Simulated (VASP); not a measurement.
Input of a VASP 6.6.1 run:

Contents of INCAR:

```
SYSTEM = HPt12
  PREC = Accurate
  ENCUT = 520
  EDIFF = 1E-7
  ISMEAR = 0
  SIGMA = 0.1
  LREAL = .FALSE.
  LASPH = .TRUE.
  NELM = 150
  ALGO = Normal
  ISIF = 2
  LWAVE = .FALSE.
  LCHARG = .TRUE.
  ISPIN = 2
  MAGMOM = 0 0 0 0 0 0 0 0 0 0 0 0 1
  LORBIT = 11
  LMAXMIX = 4
  LDIPOL = .TRUE.
  IDIPOL = 3
  DIPOL = 0.5 0.5 0.301
  GGA = PE
  LVHAR = .TRUE.
  LVACPOTAV = .TRUE.
  NBANDS = 76
  KPAR = 4
```

KPOINTS

```
regular mesh
0
G
  5 5 1
  0 0 0
```

Contents of POSCAR:

```
HPt12
1.0
    5.6145835605      0.0000000000      0.0000000000
    0.0000000000      5.6145835605      0.0000000000
    0.0000000000      0.0000000000     20.8516597862
Pt H
12 1
Direct
    0.2500000000      0.2500000000      0.1918312519
    0.2500000000      0.7500000000      0.1918312519
    0.7500000000      0.2500000000      0.1918312519
    0.7500000000      0.7500000000      0.1918312519
    0.0000000000      0.0000000000      0.2842219789
    0.0000000000      0.5000000000      0.2842219789
    0.5000000000      0.0000000000      0.2842219789
    0.5000000000      0.5000000000      0.2842219789
    0.2500000000      0.2500000000      0.3765484315
    0.2500000000      0.7500000000      0.3765484315
    0.7500000000      0.2500000000      0.3765484315
    0.7500000000      0.7500000000      0.3765484315
    0.2500000000      0.2500000000      0.5074732609
```

Potentials or basis: VASP PAW PBE potentials, release 64 (Pt, H).

Run with:

```sh
$ cat potpaw_PBE.64/Pt/POTCAR potpaw_PBE.64/H/POTCAR > POTCAR
$ mpirun -np 4 vasp_std > vasp.out
```

**Question.** Predict the largest force.

**Answer.** 0.868 eV/Å.

**Question.** Predict the site moments.

**Answer.** Pt +0.07, +0.04, -0.01, +0.05, -0.02 (each value once); H +0.31 μB.

**Question.** Estimate the net moment.

**Answer.** 1.27 μB per cell.

Forces in eV/Å, atoms in the order of the input:
```
Pt   0.000  0.000  0.012
Pt   0.000  0.000  0.025
Pt   0.000  0.000  0.025
Pt   0.000  0.000 -0.033
Pt  -0.008 -0.008 -0.033
Pt  -0.008  0.008 -0.033
Pt   0.008 -0.008 -0.033
Pt   0.008  0.008 -0.033
Pt   0.000  0.000  0.868
Pt   0.000  0.000  0.002
Pt   0.000  0.000  0.002
Pt   0.000  0.000  0.023
H    0.000  0.000 -0.792
```

Caveat: a moment this small can come from the mesh or the smearing.
